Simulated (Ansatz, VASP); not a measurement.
## AlO2 in VASP and in Ansatz

Contents of INCAR:

```
PREC     = Accurate       # precision mode
ENCUT    = 600            # plane-wave cutoff, eV
EDIFF    = 1E-6           # SCF threshold, eV
ISMEAR   = 0              # smearing method
SIGMA    = 0.1            # smearing width, eV
LREAL    = F              # projectors in reciprocal space
LASPH    = T              # aspherical terms in the spheres
NELM     = 200            # most SCF steps
ALGO     = Normal         # electronic algorithm
ISIF     = 2              # what is computed and relaxed
LWAVE    = F              # write WAVECAR
LCHARG   = T              # write CHGCAR
ISPIN    = 2              # spin polarisation
MAGMOM   = 0 0 0 0 2.5 2.5 # initial moments
LORBIT   = 11             # projections on sites
GGA      = PE             # functional
LVHAR    = T            
NBANDS   = 28             # bands
GGA_COMPAT= F            
KPAR     = 4
```

KPOINTS

```
Automatic mesh
0
Gamma
  12 12 10
```

File POSCAR:

```
AlO2
1.0
    1.4881620000     -5.4028330000      0.0000000000
    1.4881620000      5.4028330000      0.0000000000
    0.0000000000      0.0000000000      3.6466120000
Al O
2 4
Direct
    0.3318670000      0.6681330000      0.2500000000
    0.6681330000      0.3318670000      0.7500000000
    0.7058160000      0.2941840000      0.2500000000
    0.2941840000      0.7058160000      0.7500000000
    0.9389280000      0.0610720000      0.2500000000
    0.0610720000      0.9389280000      0.7500000000
```

Input for Ansatz:

```yaml
crystal:
  lattice:
    - [1.488162, -5.402833, 0.0]
    - [1.488162, 5.402833, 0.0]
    - [0.0, 0.0, 3.646612]
  atoms:
    - { symbol: Al, position: [0.331867, 0.668133, 0.25] }
    - { symbol: Al, position: [0.668133, 0.331867, 0.75] }
    - { symbol: O, position: [0.705816, 0.294184, 0.25] }
    - { symbol: O, position: [0.294184, 0.705816, 0.75] }
    - { symbol: O, position: [0.938928, 0.061072, 0.25], spin: 2.5 }
    - { symbol: O, position: [0.061072, 0.938928, 0.75], spin: 2.5 }
basis:
  ecutwfc: 420
kpoints:
  mp_grid: { grid: [12, 12, 10] }
hamiltonian:
  xc: pbe
scf:
  occupations: { method: gaussian, width: 0.1 }
  lower_state_search: "off"
output:
  forces: true
  stress: true
  eigenvalues: true
  populations: true
magnetization:
  spin_polarized: true
```

Alike in both runs: task single point; functional PBE; k mesh 12 × 12 × 10; occupations gaussian, width 0.1 eV; collinear spin.

```csv
,VASP,Ansatz
version,VASP 6.6.1,Ansatz 0.2.0
potentials or method,"VASP PAW PBE potentials, release 64 (Al, O), cutoff 600 eV","scalar-relativistic, plane waves, PAW"
valence electrons in the cell,30,30
```

VASP gave:

```
gap on the k mesh at the Fermi level (eV)                     : none
pressure (GPa)                                                : -0.7
traceless stress, the component that is largest in VASP (GPa) : -0.24
rms of the force components (eV/Å)                            : 0.013
net moment per atom (μB)                                      : 0.32
size of the moment on the site where the two differ most (μB) : 0.73
```

Task: Estimate Ansatz's values.

Result: gap on the k mesh at the Fermi level (eV): none; pressure (GPa): -0.3; traceless stress, the component that is largest in VASP (GPa): -0.25; rms of the force components (eV/Å): 0.016; net moment per atom (μB): 0.32; size of the moment on the site where the two differ most (μB): 0.74.

Site moments also hang on the region over which each program counts them. Atom by atom the forces differ by 0.004 eV/Å (rms over components). A gap of «none» marks a metal or a gap that the smearing closes.
